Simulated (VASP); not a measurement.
Write the native input for VASP 6.6.1 that does the following.

```
Task                   : relaxation of cell and atoms
Functional             : PBE
Potentials or basis    : VASP PAW PBE potentials, release 64 (Ta_sv_GW, H, O)
Cutoff                 : 700 eV
k mesh                 : 18 × 18 × 8
Occupations            : gaussian, width 0.1 eV
Spin                   : no spin polarisation
Dipole correction      : no
Further INCAR settings : ALGO = Normal; EDIFF = 1e-07; IBRION = 2; EDIFFG = -0.01; NSW = 100; ISIF = 3
```

The structure of TaHO2 lies in POSCAR:

```
TaHO2
1.0
    2.9404304558      0.0000000000      0.0000000000
   -1.4702152279      2.5464874728      0.0000000000
    0.0000000000      0.0000000000      5.6200090400
Ta H O
1 1 2
Direct
    0.3333333333      0.6666666667      0.0000000000
    0.6666666667      0.3333333333      0.5000000000
    0.0000000000      0.0000000000      0.2195824288
    0.0000000000      0.0000000000      0.7804175712
```

One way to write it, as run:

INCAR

```
  PREC = Accurate
  ENCUT = 700
  EDIFF = 1E-7
  ISMEAR = 0
  SIGMA = 0.1
  LREAL = F
  LASPH = T
  NELM = 120
  ALGO = Normal
  ISIF = 3
  LWAVE = F
  LCHARG = F
  GGA = PE
  IBRION = 2
  NSW = 100
  EDIFFG = -0.01
  GGA_COMPAT = F
  NELMIN = 4
```

KPOINTS

```
regular mesh
0
Gamma
  18 18 8
```

Potentials or basis: VASP PAW PBE potentials, release 64 (Ta_sv_GW, H, O).

Run with:

```sh
$ cat potpaw_PBE.64/Ta_sv_GW/POTCAR potpaw_PBE.64/H/POTCAR potpaw_PBE.64/O/POTCAR > POTCAR
$ mpirun -np 1 vasp_std > vasp.out
```

It gave:

```
Relaxed volume                        : 10.34 Å³/atom
Relaxed cell                          : a = 2.940 Å, b = 2.940 Å, c = 5.526 Å, α = 90.00°, β = 90.00°, γ = 120.00°
Space group after relaxing (to 0.1 Å) : P-6m2 (No. 187)
Energy gained by relaxing             : 0.5 meV/atom
Ionic steps                           : 13
Pressure after relaxing               : 0.0 GPa
Band gap on the k mesh                : zero (bands 13 and 14 overlap by 0.84 eV)
```

Caveat: spin-orbit coupling is left out, which moves the levels of the heavy elements.

It took 27 min on 1 thread of Intel(R) Xeon(R) Platinum 8488C (Sapphire Rapids) (shared host), peak memory 0.4 GiB.
